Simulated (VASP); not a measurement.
# BC62 (a cell with a defect) in VASP: further runs, part 2 of 2

VASP 6.6.1.

### Step 3. Single point, PBE+D3(BJ)

Contents of INCAR:

```
SYSTEM = BC62
PREC = Accurate
ENCUT = 520
EDIFF = 1E-7
ISMEAR = -1
SIGMA = 0.02
LREAL = Auto
LASPH = .True.
NELM = 100
ALGO = Normal
ISIF = 2
LWAVE = .False.
LCHARG = .True.
GGA = PE
IVDW = 12
LELF = .True.
LVHAR = .True.
NELECT = 252.0
NBANDS = 162
```

Contents of KPOINTS:

```
Automatic mesh
0
Gamma
  2 2 2
  0 0 0
```

Contents of POSCAR:

```
BC62
1.0
    7.1400000000      0.0000000000      0.0000000000
    0.0000000000      7.1400000000      0.0000000000
    0.0000000000      0.0000000000      7.1400000000
C B
62 1
Direct
    0.4994261905      0.0018200280     -0.0011848739
    0.6253981793      0.1240855742      0.1245948179
    0.7503749300      0.2509043417     -0.0014392157
    0.8759477591      0.3743942577      0.1250945378
    0.7557252101      0.0057252101      0.2388022409
    0.8718915966      0.1218915966      0.3728401961
    0.0009043417      0.0003749300     -0.0014392157
    0.1243942577      0.1259477591      0.1250945378
    0.2504595238      0.2509915966      0.0004595238
    0.3759907563      0.3760640056      0.1259907563
    0.5017077031      0.5011732493      0.0011732493
    0.6314663866      0.6254599440      0.1254599440
    0.7518200280      0.7494261905     -0.0011848739
    0.8740855742      0.8753981793      0.1245948179
    0.2488151261      0.0018200280      0.2494261905
    0.3745948179      0.1240855742      0.3753981793
    0.5003278711      0.2495592437      0.2503278711
    0.6247442577      0.3745033613      0.3747442577
    0.7518200280      0.4988151261      0.2494261905
    0.8740855742      0.6245948179      0.3753981793
    0.4888022409      0.0057252101      0.5057252101
    0.6228401961      0.1218915966      0.6218915966
    0.7486168067      0.2481155462      0.4986168067
    0.8742631653      0.3736229692      0.6242631653
    0.7486168067     -0.0013831933      0.7481155462
    0.8742631653      0.1242631653      0.8736229692
    0.0009915966      0.5004595238      0.0004595238
    0.1260640056      0.6259907563      0.1259907563
    0.2511732493      0.7517077031      0.0011732493
    0.3754599440      0.8814663866      0.1254599440
    0.0004815126      0.2504815126      0.2495907563
    0.1251189076      0.3751189076      0.3750740896
    0.2511732493      0.5011732493      0.2517077031
    0.3754599440      0.6254599440      0.3814663866
   -0.0018844538     -0.0013831933      0.4986168067
    0.1236229692      0.1242631653      0.6242631653
    0.2485607843      0.2509043417      0.5003749300
    0.3750945378      0.3743942577      0.6259477591
    0.4994261905      0.4988151261      0.5018200280
    0.6253981793      0.6245948179      0.6240855742
    0.7557252101      0.7388022409      0.5057252101
    0.8718915966      0.8728401961      0.6218915966
    0.2485607843      0.0003749300      0.7509043417
    0.3750945378      0.1259477591      0.8743942577
    0.4995907563      0.2504815126      0.7504815126
    0.6250740896      0.3751189076      0.8751189076
    0.7503749300      0.4985607843      0.7509043417
    0.8759477591      0.6250945378      0.8743942577
   -0.0004407563      0.7503278711      0.2503278711
    0.1245033613      0.8747442577      0.3747442577
    0.0009043417      0.4985607843      0.5003749300
    0.1243942577      0.6250945378      0.6259477591
    0.2488151261      0.7494261905      0.5018200280
    0.3745948179      0.8753981793      0.6240855742
   -0.0004697479      0.2495302521      0.7495302521
    0.1251927171      0.3751927171      0.8751927171
    0.2504595238      0.5004595238      0.7509915966
    0.3759907563      0.6259907563      0.8760640056
    0.5003278711      0.7503278711      0.7495592437
    0.6247442577      0.8747442577      0.8745033613
    0.0004815126      0.7495907563      0.7504815126
    0.1251189076      0.8750740896      0.8751189076
    0.5006000000      0.7506000000      0.2506000000
```

Potentials or basis: VASP PAW PBE potentials, release 64 (C, B).

Run with:

```
$ cat potpaw_PBE.64/C/POTCAR potpaw_PBE.64/B/POTCAR > POTCAR
$ mpirun -np 1 vasp_std > vasp.out
```

OUTCAR:

```text
SYSTEM = BC62
   PREC = Accurate
   ENCUT = 520
   EDIFF = 1E-7
   ISMEAR = -1
   LREAL = Auto
   LASPH = .True.
   NELM = 100
   ISIF = 2
   GGA = PE
   IVDW = 12
   NELECT = 252.0
 IVDW          = 12

 ion  position               nearest neighbor table
   1  0.499  0.002  0.999-  30 1.53  44 1.54   2 1.54  60 1.55
   2  0.625  0.124  0.125-   5 1.50   1 1.54  17 1.55   3 1.56
   3  0.750  0.251  0.999-  46 1.54  26 1.55   4 1.55   2 1.56
   4  0.876  0.374  0.125-  19 1.54  31 1.54   3 1.55  27 1.55
   5  0.756  0.006  0.239-   2 1.50  14 1.50   6 1.51
   6  0.872  0.122  0.373-   5 1.51  23 1.55  35 1.55  31 1.57
   7  0.001  0.000  0.999-  62 1.54  26 1.55   8 1.55  14 1.56
   8  0.124  0.126  0.125-  15 1.54  31 1.54   7 1.55   9 1.55
   9  0.250  0.251  0.000-  56 1.54  44 1.55   8 1.55  10 1.55
  10  0.376  0.376  0.126-  17 1.55  11 1.55  33 1.55   9 1.55
  11  0.502  0.501  0.001-  46 1.55  10 1.55  58 1.55  12 1.56
  12  0.631  0.625  0.125-  13 1.53  19 1.53  11 1.56  63 1.57
  13  0.752  0.749  0.999-  12 1.53  48 1.54  14 1.54  60 1.55
  14  0.874  0.875  0.125-   5 1.50  13 1.54  49 1.55   7 1.56
  15  0.249  0.002  0.249-  30 1.53   8 1.54  16 1.54  50 1.55
  16  0.375  0.124  0.375-  21 1.50  15 1.54  17 1.55  37 1.56
  17  0.500  0.250  0.250-  18 1.54  10 1.55   2 1.55  16 1.55
[... 43 lines left out ...]
  61  0.000  0.750  0.750-  48 1.54  52 1.54  62 1.54  42 1.57
  62  0.125  0.875  0.875-   7 1.54  43 1.54  61 1.54  29 1.55
  63  0.501  0.751  0.251-  12 1.57  30 1.57  34 1.57

  LATTYP: Found a simple cubic cell.
 ALAT       =     7.1400000000

  Lattice vectors:

 A1 = (   7.1400000000,   0.0000000000,   0.0000000000)
 A2 = (   0.0000000000,   7.1400000000,   0.0000000000)
 A3 = (   0.0000000000,   0.0000000000,   7.1400000000)

Analysis of symmetry for initial positions (statically):
=====================================================================
 Subroutine PRICEL returns:
 Original cell was already a primitive cell.

 Routine SETGRP: Setting up the symmetry group for a
 simple cubic supercell.

[... 245 lines left out ...]
   LORBIT       =      0    0 simple, 1 ext, 2 COOP (PROOUT), +10 PAW based schemes
   GGA     = PE    functional components
   LHFCALC =     F    Hartree Fock is set to
   AEXX    =    0.0000 exact exchange contribution
   IVDW    =    12    specifies the selected vdW correction
   LEPSILON=     F    determine dielectric tensor
   LRPA    =     F    only Hartree local field effects (RPA)
 non-spin polarized calculation
  energy-cutoff  :      520.00
  volume of cell :      363.99
 maximum number of plane-waves:      9808
 NGX is ok and might be reduce to    54
   NGX = 27   NGY = 27   NGZ = 27

 number of electron     251.9999997 magnetization

 Free energy of the ion-electron system (eV)
  ---------------------------------------------------
  ext. energy  EPLUGINS =         0.00000000
  ---------------------------------------------------
  free energy    TOTEN  =      -554.40268010 eV

  energy without entropy =     -554.39269315  energy(sigma->0) =     -554.39768662

 E-fermi :  11.0972     XC(G=0): -13.1643

 val. band max:       11.0835695637   @ k =   0.5000   0.0000   0.0000
 cond. band min:      11.2203321978   @ k =   0.5000   0.5000   0.5000
 fundamental gap:      0.1367626341
 Fermi energy:        11.0971570592

 k-point     1 :       0.0000    0.0000    0.0000
  band No.  band energies     occupation
      1     -11.9792      2.00000
      2      -9.8025      2.00000
      3      -9.8025      2.00000
      4      -9.7854      2.00000
      5      -9.7854      2.00000
      6      -9.6317      2.00000
[... 553 lines left out ...]
    137      15.4325      0.00000
    138      15.4602      0.00000
 [bands above 138 left out]

------------------------ aborting loop because EDIFF is reached ----------------------------------------

 Edisp (eV)  -12.01296

 E8    (eV) :    -3.4685

  FORCE on cell =-STRESS in cart. coord.  units (eV):
  Direction    XX          YY          ZZ          XY          YZ          ZX
  --------------------------------------------------------------------------------------
  -------------------------------------------------------------------------------------
  Total       8.35300     8.35300     8.35300    -5.60698    -5.60698    -5.60698
  in kB      36.76702    36.76702    36.76702   -24.67997   -24.67997   -24.67997
  external pressure =       36.77 kB  Pullay stress =        0.00 kB

 VOLUME and BASIS-vectors are now :
 -----------------------------------------------------------------------------
  energy-cutoff  :      520.00
  volume of cell :      363.99
      direct lattice vectors                 reciprocal lattice vectors
     7.140000000  0.000000000  0.000000000     0.140056022  0.000000000  0.000000000
     0.000000000  7.140000000  0.000000000     0.000000000  0.140056022  0.000000000
     0.000000000  0.000000000  7.140000000     0.000000000  0.000000000  0.140056022

 POSITION                                       TOTAL-FORCE (eV/Angst)
 -----------------------------------------------------------------------------------
      3.56590      0.01299      7.13154         0.003323     -0.003508     -0.004716
      4.46534      0.88597      0.88961         0.001284      0.003072     -0.003619
      5.35768      1.79146      7.12972        -0.007310     -0.002265      0.003762
      6.25427      2.67317      0.89317        -0.007042      0.006687     -0.002942
      5.39588      0.04088      1.70505        -0.011712     -0.011712      0.012980
      6.22531      0.87031      2.66208         0.000938      0.000938      0.012007
[... 55 lines left out ...]
      0.89335      6.24803      6.24835        -0.004968      0.001997     -0.004968
      3.57428      5.35928      1.78928         0.005522      0.005522      0.005522
 -----------------------------------------------------------------------------------
    total drift:                               -0.020403     -0.020403     -0.020408

  FREE ENERGIE OF THE ION-ELECTRON SYSTEM (eV)
  ---------------------------------------------------
  free  energy   TOTEN  =      -566.4156409102 eV

  energy  without entropy=     -566.4056539583  energy(sigma->0) =     -566.41064743
```

stdout:

```text
POSCAR found type information on POSCAR C B
 POSCAR found :  2 types and      63 ions
 scaLAPACK will be used
 LDA part: xc-table for (Slater+PW92), standard interpolation
 POSCAR, INCAR and KPOINTS ok, starting setup
 FFT: planning ... GRIDC
 FFT: planning ... GRID_SOFT
 FFT: planning ... GRID
 WAVECAR not read
 entering main loop
 the old and the new charge density differ
 old charge density:   251.00000 new  252.00000
    0.313E+01
```

Wall time 6.4 min (1 thread of Oxide Virtual Turin-like, shared host); peak memory 0.46 GiB.

What came out:

```
Free energy                : -566.4156 eV
Largest force              : 0.021 eV/Å
Dispersion energy per atom : -0.191 eV
```

Forces in eV/Å, atoms in the order of the input:
```
C    0.003 -0.004 -0.005
C    0.001  0.003 -0.004
C   -0.007 -0.002  0.004
C   -0.007  0.007 -0.003
C   -0.012 -0.012  0.013
C    0.001  0.001  0.012
C   -0.002 -0.007  0.004
C    0.007 -0.007 -0.003
C   -0.003  0.001 -0.003
C   -0.003  0.006 -0.003
C   -0.002 -0.004 -0.004
C   -0.010  0.003  0.003
C   -0.004  0.003 -0.005
C    0.003  0.001 -0.004
C   -0.005 -0.004  0.003
C   -0.004  0.003  0.001
C    0.000  0.009  0.000
C    0.000  0.004  0.000
C   -0.004 -0.005  0.003
C    0.003 -0.004  0.001
C    0.013 -0.012 -0.012
C    0.012  0.001  0.001
C    0.002  0.000  0.002
C   -0.002  0.005 -0.002
C    0.002  0.002  0.000
C   -0.002 -0.002  0.005
C    0.001 -0.003 -0.003
C    0.006 -0.003 -0.003
C   -0.004 -0.002 -0.004
C    0.003 -0.010  0.003
C    0.010  0.010 -0.001
C   -0.005 -0.005  0.002
C   -0.004 -0.004 -0.002
C    0.003  0.003 -0.010
C    0.000  0.002  0.002
C    0.005 -0.002 -0.002
C    0.004 -0.002 -0.007
C   -0.003  0.007 -0.007
C    0.003 -0.005 -0.004
C    0.001 -0.004  0.003
C   -0.012  0.013 -0.012
C    0.001  0.012  0.001
C    0.004 -0.007 -0.002
C   -0.003 -0.007  0.007
C   -0.001  0.010  0.010
C    0.002 -0.005 -0.005
C   -0.007  0.004 -0.002
C   -0.007 -0.003  0.007
C    0.009  0.000  0.000
C    0.004  0.000  0.000
C   -0.002  0.004 -0.007
C    0.007 -0.003 -0.007
C   -0.005  0.003 -0.004
C   -0.004  0.001  0.003
C    0.006  0.006  0.006
C   -0.001 -0.001 -0.001
C   -0.003 -0.003  0.001
C   -0.003 -0.003  0.006
C    0.000  0.000  0.009
C    0.000  0.000  0.004
C    0.010 -0.001  0.010
C   -0.005  0.002 -0.005
B    0.006  0.006  0.006
```

Caveat: the k points lie up to 0.44 Å⁻¹ apart; the cell carries a net charge on a neutralising background, which shifts energy and pressure; the cell is charged against a uniform background, so pressure and absolute levels hang on convention.
